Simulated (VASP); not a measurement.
Set up this calculation in VASP 6.6.1, as the native input.

| Property | Result |
| --- | --- |
| Task | relaxation of cell and atoms |
| Functional | PBE |
| Potentials or basis | VASP PAW PBE potentials, release 64 (C) |
| Cutoff | 600 eV |
| k mesh | 13 × 13 × 13 |
| Occupations | fermi-dirac, width 0.05 eV |
| Spin | no spin polarisation |
| Dipole correction | no |
| Further INCAR settings | ALGO = Normal; EDIFF = 1e-06; IBRION = 2; EDIFFG = -0.005; NSW = 100; ISIF = 3 |

The structure of C lies in POSCAR:

```
C
1.0
    0.0000000000      2.2322827293      2.2322827293
    2.2322827293      0.0000000000      2.2322827293
    2.2322827293      2.2322827293      0.0000000000
C
2
Direct
    0.0000000000      0.0000000000      0.0000000000
    0.2500000000      0.2500000000      0.2500000000
```

One way to write it, as run:

INCAR

```
SYSTEM = C
PREC     = Accurate       ! precision mode
ENCUT    = 600            ! plane-wave cutoff, eV
EDIFF    = 1E-6           ! SCF threshold, eV
ISMEAR   = -1             ! smearing method
SIGMA    = 0.05           ! smearing width, eV
LREAL    = .FALSE.        ! projectors in reciprocal space
LASPH    = .TRUE.         ! aspherical terms in the spheres
NELM     = 100            ! most SCF steps
ALGO     = Normal         ! electronic algorithm
ISIF     = 3              ! what is computed and relaxed
LWAVE    = .FALSE.        ! write WAVECAR
LCHARG   = .FALSE.        ! write CHGCAR
GGA      = PE             ! functional
IBRION   = 2              ! ionic algorithm
NSW      = 100            ! ionic steps
EDIFFG   = -0.005         ! ionic threshold
```

KPOINTS

```
Automatic mesh
0
G
  13 13 13
  0 0 0
```

Potentials or basis: VASP PAW PBE potentials, release 64 (C).

Run with:

```sh
$ cat potpaw_PBE.64/C/POTCAR > POTCAR
$ mpirun -np 1 vasp_std > vasp.out
```

Results of the run:

```
Relaxed volume                         : 5.70 Å³/atom
Relaxed cell                           : a = 2.526 Å, b = 2.526 Å, c = 2.526 Å, α = 60.00°, β = 60.00°, γ = 60.00°
Space group after relaxing (to 0.05 Å) : Fd-3m (No. 227)
Energy gained by relaxing              : 2252.9 meV/atom
Ionic steps                            : 6
Pressure after relaxing                : 0.0 GPa
Band gap on the k mesh                 : 4.13 eV, indirect (least direct gap 5.58 eV)
```

Caveat: the volume moved by over 15 % at a fixed basis, so the end points are rough.

Run time: 39 s on 1 thread of Intel Xeon 6975P-C (shared host), peak memory 0.16 GiB.
